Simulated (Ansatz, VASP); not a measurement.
One calculation of TePb, two programs

```xyz
2
Lattice="0.0000 3.2836 3.2836 3.2836 0.0000 3.2836 3.2836 3.2836 0.0000" Properties=species:S:1:pos:R:3 pbc="T T T"
Pb    0.0000    0.0000    0.0000
Te    3.2836    3.2836    3.2836
```

Alike in both runs: functional PBE; k mesh 9 × 9 × 9; occupations fermi-dirac, width 0.02 eV; no spin polarisation.

Ansatz relaxed the structure, and its values are those at the end. VASP's run is a single point on that final structure, the one shown.

|  | VASP | Ansatz |
| --- | --- | --- |
| version | VASP 6.6.1 | Ansatz 0.2.0 |
| potentials or method | VASP PAW PBE potentials, release 64 (Pb_d, Te) | PAW with Ansatz's default frozen-core files, scalar-relativistic |
| plane-wave cutoff (eV) | 520 | 420 |
| valence electrons in the cell | 20 | 30 |

|  | VASP | Ansatz | Ansatz less VASP |
| --- | --- | --- | --- |
| pressure (GPa) | 0.0 | 0.0 | +0.06 |

With one functional, cell and mesh, what is left measures potentials, basis and numerics. VASP's potentials hold 20 valence electrons a cell and Ansatz's 30, so a difference there can come from the potentials and not from the codes.

Neither program's run includes spin-orbit coupling.
